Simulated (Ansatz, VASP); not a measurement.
Two plane-wave programs on Al9H

The input INCAR:

```
SYSTEM = Al9H
ALGO = Normal ; DIPOL = 0.5 0.5 0.318
EDIFF = 1E-7 ; ENCUT = 520
GGA = PE ; IDIPOL = 3
ISIF = 2 ; ISMEAR = 0
LASPH = .TRUE. ; LCHARG = .FALSE.
LDIPOL = .TRUE. ; LREAL = .FALSE.
LWAVE = .FALSE. ; NBANDS = 25
NELM = 100 ; PREC = Accurate
SIGMA = 0.1
```

KPOINTS

```
k-points
0
G
  9 3 1
  0 0 0
```

POSCAR

```
Al9H
1.0
    2.8543223330      0.0000000000      0.0000000000
   -1.4271611665      9.7033329366      0.0000000000
    0.0000000000      0.0000000000     21.7902708969
Al H
9 1
Direct
    0.5324485604      0.0648971207      0.1835681630
    0.6709687938      0.3419375876      0.2292758741
    0.2986728405      0.5973456810      0.2384174163
    0.9263768872      0.8527537744      0.2475589585
    0.0639738222      0.1277383808      0.2937147080
    0.1995905480      0.4042696935      0.3452583266
    0.8288544886      0.6597110299      0.3524478004
    0.4526361687      0.9111292155      0.3607640453
    0.5925232094      0.1814597089      0.4034034702
    0.8425232094      0.4314597089      0.5213460150
```

Input for Ansatz:

```yaml
crystal:
  lattice:
    - [2.854322333, 0.0, 0.0]
    - [-1.4271611665, 9.7033329366, 0.0]
    - [0.0, 0.0, 21.7902708969]
  atoms:
    - { symbol: Al, position: [0.5324485604, 0.0648971207, 0.183568163] }
    - { symbol: Al, position: [0.6709687938, 0.3419375876, 0.2292758741] }
    - { symbol: Al, position: [0.2986728405, 0.597345681, 0.2384174163] }
    - { symbol: Al, position: [0.9263768872, 0.8527537744, 0.2475589585] }
    - { symbol: Al, position: [0.0639738222, 0.1277383808, 0.293714708] }
    - { symbol: Al, position: [0.199590548, 0.4042696935, 0.3452583266] }
    - { symbol: Al, position: [0.8288544886, 0.6597110299, 0.3524478004] }
    - { symbol: Al, position: [0.4526361687, 0.9111292155, 0.3607640453] }
    - { symbol: Al, position: [0.5925232094, 0.1814597089, 0.4034034702] }
    - { symbol: H, position: [0.8425232094, 0.4314597089, 0.521346015] }
basis:
  ecutwfc: 420
kpoints:
  mp_grid: { grid: [9, 3, 1] }
hamiltonian:
  xc: pbe
scf:
  occupations: { method: gaussian, width: 0.1 }
output:
  forces: true
  eigenvalues: true
efield:
  axis: 3
  dipole_correction: true
  ramp_width: 0.04
```

Alike in both runs: task single point; functional PBE; k mesh 9 × 3 × 1; occupations gaussian, width 0.1 eV; no spin polarisation.

```csv
,VASP,Ansatz
version,VASP 6.6.1,Ansatz 0.2.0
potentials or method,"VASP PAW PBE potentials, release 64 (Al, H), cutoff 520 eV","scalar-relativistic, plane waves, PAW"
valence electrons in the cell,28,28
```

```tsv
	VASP	Ansatz	Ansatz less VASP
gap on the k mesh at the Fermi level (eV)	none	none	-
rms of the force components (eV/Å)	0.098	0.098	+0.0003
```

Atom by atom the forces differ by 0.001 eV/Å (rms over components). A gap of «none» marks a metal or a gap that the smearing closes.
